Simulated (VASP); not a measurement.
# Ni (Fm-3m) in VASP: further runs, part 2 of 2

VASP 6.6.1. Earlier steps stand in the parts before.

## (4) Single point, PBE, collinear spin, ferromagnetic start (10.89 Å³/atom)

This run uses another cell than the first one, of 10.89 Å³/atom.

INCAR

```
PREC = Accurate ; ENCUT = 520
EDIFF = 1E-6 ; ISMEAR = 0
SIGMA = 0.05 ; LREAL = F
LASPH = T ; NELM = 150
ALGO = Normal ; ISIF = 2
LWAVE = F ; LCHARG = T
ISPIN = 2 ; MAGMOM = 0.76
LORBIT = 11 ; LMAXMIX = 4
GGA = PE ; LELF = T
LVHAR = T ; NBANDS = 15
```

KPOINTS

```
regular mesh
0
Gamma
  22 22 22
```

POSCAR

```
Ni
1.0
    0.0000000000      1.7593096198      1.7593096198
    1.7593096198      0.0000000000      1.7593096198
    1.7593096198      1.7593096198      0.0000000000
Ni
1
Direct
    0.0000000000      0.0000000000      0.0000000000
```

Potentials or basis: VASP PAW PBE potentials, release 64 (Ni).

Run with:

```bash
$ cat potpaw_PBE.64/Ni/POTCAR > POTCAR
$ mpirun -np 1 vasp_std > vasp.out
```

OUTCAR:

```text
PREC = Accurate
   ENCUT = 520
   EDIFF = 1E-6
   ISMEAR = 0
   LREAL = F
   LASPH = T
   NELM = 150
   ISIF = 2
   ISPIN = 2
   LORBIT = 11
   GGA = PE

 ion  position               nearest neighbor table
   1  0.000  0.000  0.000-

  LATTYP: Found a face centered cubic cell.
 ALAT       =     3.5186192396

  Lattice vectors:

 A1 = (   0.0000000000,   1.7593096198,   1.7593096198)
 A2 = (   1.7593096198,   0.0000000000,   1.7593096198)
 A3 = (   1.7593096198,   1.7593096198,   0.0000000000)

Analysis of symmetry for initial positions (statically):
=====================================================================
 Subroutine PRICEL returns:
 Original cell was already a primitive cell.

 Routine SETGRP: Setting up the symmetry group for a
 face centered cubic supercell.

 Subroutine GETGRP returns: Found 48 space group operations
 (whereof 48 operations were pure point group operations)
 out of a pool of 48 trial point group operations.

The static configuration has the point symmetry O_h .

Analysis of symmetry for dynamics (positions and initial velocities):
[... 627 lines left out ...]
     10      36.9120      0.00000
     11      39.9674      0.00000
     12      39.9674      0.00000
     13      39.9674      0.00000
     14      42.7114      0.00000
[... 403 lines left out ...]
      4       8.5761      1.00000
      5       9.4810      0.00120
      6       9.9101      0.00000
      7      15.6787      0.00000
      8      31.0061      0.00000
      9      33.2121      0.00000
     10      33.8474      0.00000
     11      37.3856      0.00000
     12      38.0709      0.00000
     13      43.6776      0.00000
     14      54.6200      0.00000
     15      55.1922      0.00000

 [... further k-points ...]

------------------------ aborting loop because EDIFF is reached ----------------------------------------

  FORCE on cell =-STRESS in cart. coord.  units (eV):
  Direction    XX          YY          ZZ          XY          YZ          ZX
  --------------------------------------------------------------------------------------
  -------------------------------------------------------------------------------------
  Total       -0.0019623     -0.0019623     -0.0019623     -0.0000000     -0.0000000      0.0000000
  in kB       -0.2886793     -0.2886793     -0.2886793     -0.0000000     -0.0000000      0.0000000
  external PRESSURE =      -0.2886793 kB  Pullay stress =       0.0000000 kB

 VOLUME and BASIS-vectors are now :
 -----------------------------------------------------------------------------
  energy-cutoff  :      520.00
  volume of cell :       10.89
      direct lattice vectors                 reciprocal lattice vectors
     0.000000000  1.759309620  1.759309620    -0.284202391  0.284202391  0.284202391
     1.759309620  0.000000000  1.759309620     0.284202391 -0.284202391  0.284202391
     1.759309620  1.759309620  0.000000000     0.284202391  0.284202391 -0.284202391

 POSITION                                       TOTAL-FORCE (eV/Angst)
 -----------------------------------------------------------------------------------
      0.00000      0.00000      0.00000         0.000000      0.000000      0.000000
 -----------------------------------------------------------------------------------
    total drift:                                0.000000      0.000000      0.000000

  FREE ENERGIE OF THE ION-ELECTRON SYSTEM (eV)
  ---------------------------------------------------
  free  energy   TOTEN  =        -5.4717541985 eV

  energy  without entropy=       -5.4699147012  energy(sigma->0) =       -5.47083445

 total charge

# of ion       s       p       d       tot
------------------------------------------
    1        0.498   0.497   8.313   9.308

 magnetization (x)

# of ion       s       p       d       tot
------------------------------------------
    1       -0.006  -0.025   0.688   0.657
```

OSZICAR:

```text
N       E                     dE             d eps       ncg     rms          rms(c)
DAV:   1     0.325092966489E+02    0.32509E+02   -0.41972E+03 20951   0.856E+02
DAV:   2    -0.508548313241E+01   -0.37595E+02   -0.34838E+02 22354   0.161E+02
DAV:   3    -0.649337154832E+01   -0.14079E+01   -0.13968E+01 24181   0.307E+01
DAV:   4    -0.650172608718E+01   -0.83545E-02   -0.83535E-02 24121   0.226E+00
DAV:   5    -0.650182698011E+01   -0.10089E-03   -0.10089E-03 24622   0.221E-01    0.990E+00
DAV:   6    -0.581466556520E+01    0.68716E+00   -0.13638E+01 28451   0.403E+01    0.593E+00
DAV:   7    -0.548894792383E+01    0.32572E+00   -0.23497E+00 26412   0.151E+01    0.195E+00
DAV:   8    -0.547461583707E+01    0.14332E-01   -0.24684E-02 24633   0.107E+00    0.944E-01
DAV:   9    -0.547221595508E+01    0.23999E-02   -0.20131E-03 32079   0.284E-01    0.248E-01
DAV:  10    -0.547176004293E+01    0.45591E-03   -0.54651E-04 32656   0.126E-01    0.359E-02
DAV:  11    -0.547175329580E+01    0.67471E-05   -0.30008E-05 29728   0.346E-02    0.328E-02
DAV:  12    -0.547175419848E+01   -0.90268E-06   -0.87779E-07 22323   0.819E-03
   1 F= -.54717542E+01 E0= -.54708344E+01  d E =-.183950E-02  mag=     0.6456
```

stdout:

```text
POSCAR found type information on POSCAR Ni
 POSCAR found :  1 types and       1 ions
 scaLAPACK will be used
 LDA part: xc-table for (Slater+PW92), standard interpolation
 POSCAR, INCAR and KPOINTS ok, starting setup
 FFT: planning ... GRIDC
 FFT: planning ... GRID_SOFT
 FFT: planning ... GRID
 WAVECAR not read
 entering main loop
```

Wall time 47 s (1 thread of Intel Xeon 6975P-C (Granite Rapids), shared host); peak memory 0.19 GiB.

What came out:

```
Free energy                                           : -5.4718 eV
Pressure                                              : 0.0 GPa
Net moment                                            : 0.64 μB per cell
Site moments                                          : Ni +0.66 μB
Valence electrons inside the program's atomic spheres : Ni 9.31
```

## (5) The runs side by side

```tsv
cell	gap on the mesh (eV)	pressure (GPa)	moment (μB)
a = 2.454 Å, angles 60.0°, 1 atom	none	8.9	0.64
a = 2.487 Å, angles 60.0°, 1 atom	none	0.3	0.64
a = 2.488 Å, angles 60.0°, 1 atom	none	0.0	0.64
```

Alike in all rows: task single point; level PBE; potentials or basis VASP PAW PBE potentials, release 64 (Ni); spin collinear, ferromagnetic start; k mesh 22 × 22 × 22; cutoff (eV) 520; smearing gaussian 0.05 eV.

Caveats: the cell stands under pressure (at least some runs).

Absolute energies hang on the potentials; compare differences alone.
